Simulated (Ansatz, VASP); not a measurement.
## Two plane-wave programs on Mg2GeN3

```xyz
6
Lattice="3.0012 0.0000 0.0000 -1.5006 2.5991 0.0000 0.0000 0.0000 7.7357" Properties=species:S:1:pos:R:3 pbc="T T T"
Mg    0.0000    1.7327    5.1627
Mg    1.5006    0.8664    2.5729
Ge    0.0000    0.0000    0.0000
N     0.0000    1.7327    1.1095
N     1.5006    0.8664    6.6262
N     0.0000    0.0000    3.8678
```

Change from the starting cell: species swapped into the CaMn2Te3 type (P-3m1, No. 164).

Alike in both runs: task relaxation of cell and atoms; functional PBE; k mesh 12 × 12 × 4; occupations gaussian, width 0.1 eV; no spin polarisation.

```csv
,VASP,Ansatz
version,VASP 6.6.1,Ansatz 0.2.0
potentials or method,"VASP PAW PBE potentials, release 64 (Mg, Ge_d, N), cutoff 600 eV","scalar-relativistic, plane waves, PAW"
valence electrons in the cell,33,49
```

VASP gave:

| Quantity | Value |
| --- | --- |
| gap on the k mesh at the Fermi level, each at its own relaxed structure (eV) | none |
| relaxed volume (Å³/atom) | 10.03 |
| relaxed cell length with the largest relative difference (Å) | 7.718 |

Question: Which values does Ansatz return?

Answer: gap on the k mesh at the Fermi level, each at its own relaxed structure (eV): none; relaxed volume (Å³/atom): 10.06; relaxed cell length with the largest relative difference (Å): 7.729.

A gap of «none» marks a metal or a gap that the smearing closes. VASP's potentials hold 33 valence electrons a cell and Ansatz's 49, so a difference there can come from the potentials and not from the codes.
